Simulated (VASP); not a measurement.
Cu, 1 atom in the cell. It takes space group P2/m (No. 10, monoclinic). Conventional cell: a = 11.570 Å, b = 2.238 Å, c = 22.224 Å, α = 90.00°, β = 101.93°, γ = 90.00°. Within 3.0 Å of Cu (site symmetry 2/m) lie 2 Cu at 2.24 Å. 

* Program: VASP 6.6.1
* Task: single point
* Functional: LDA
* Potentials or basis: VASP PAW LDA potentials, release 64 (Cu)
* Cutoff: 590 eV
* k mesh: 3 × 13 × 2
* Occupations: methfessel-paxton, width 0.025 eV
* Spin: no spin polarisation
* Dipole correction: no
* Second try: not_converged
* Further INCAR settings: ALGO = All; EDIFF = 1e-06; NBANDS = 12

Potentials or basis: VASP PAW LDA potentials, release 64 (Cu).

Run with:

```sh
$ cat potpaw_LDA.64/Cu/POTCAR > POTCAR
$ mpirun -np 4 vasp_std > vasp.out
```

Hardware: 4 MPI ranks on Intel(R) Xeon(R) Platinum 8488C (Sapphire Rapids), with other jobs on the host.

How long does it take, and how much memory?

It took 56 s on 4 MPI ranks on Intel(R) Xeon(R) Platinum 8488C (Sapphire Rapids), on a shared host, peak memory 0.7 GiB a rank. Counts: scf iterations 16, k points 28.
